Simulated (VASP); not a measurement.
Here is a VASP 6.6.1 calculation.

INCAR

```
PREC     = Accurate       # precision mode
ENCUT    = 520            # plane-wave cutoff, eV
EDIFF    = 1E-7           # SCF threshold, eV
ISMEAR   = -1             # smearing method
SIGMA    = 0.1            # smearing width, eV
LREAL    = F              # projectors in reciprocal space
LASPH    = T              # aspherical terms in the spheres
NELM     = 60             # most SCF steps
ALGO     = Normal         # electronic algorithm
ISIF     = 2              # what is computed and relaxed
LWAVE    = F              # write WAVECAR
LCHARG   = F              # write CHGCAR
NBANDS   = 38             # bands
```

Contents of KPOINTS:

```
Automatic mesh
0
Gamma
  5 5 5
```

File POSCAR:

```
Al2IrAu4
1.0
    0.0000000000      5.2028280000      0.0000000000
    5.2028280000      0.0000000000      0.0000000000
    2.6014140000      2.6014140000     -5.2470230000
Al Au Ir
2 4 1
Direct
    0.7500000000      0.2500000000      0.5000000000
    0.5000000000      0.5000000000      0.0000000000
    0.3544194855      0.4724946625      0.6848489404
    0.5275053375      0.0392684258      0.3151510596
    0.9607315742      0.8426563971      0.6848489404
    0.1573436029      0.6455805145      0.3151510596
    0.0000000000      0.0000000000      0.0000000000
```

Potentials or basis: VASP PAW LDA potentials, release 64 (Al, Au, Ir).

Run with:

```sh
$ cat potpaw_LDA.64/Al/POTCAR potpaw_LDA.64/Au/POTCAR potpaw_LDA.64/Ir/POTCAR > POTCAR
$ mpirun -np 1 vasp_std > vasp.out
```

Question: What does it give for the largest force?

Answer: 0.030 eV/Å.

Question: Estimate the pressure.

Answer: -2.7 GPa.

Forces in eV/Å, atoms in the order of the input:
```
Al   0.000  0.000  0.000
Al   0.000  0.000  0.000
Au   0.023  0.007  0.018
Au   0.007 -0.023 -0.018
Au  -0.023 -0.007  0.018
Au  -0.007  0.023 -0.018
Ir   0.000  0.000  0.000
```
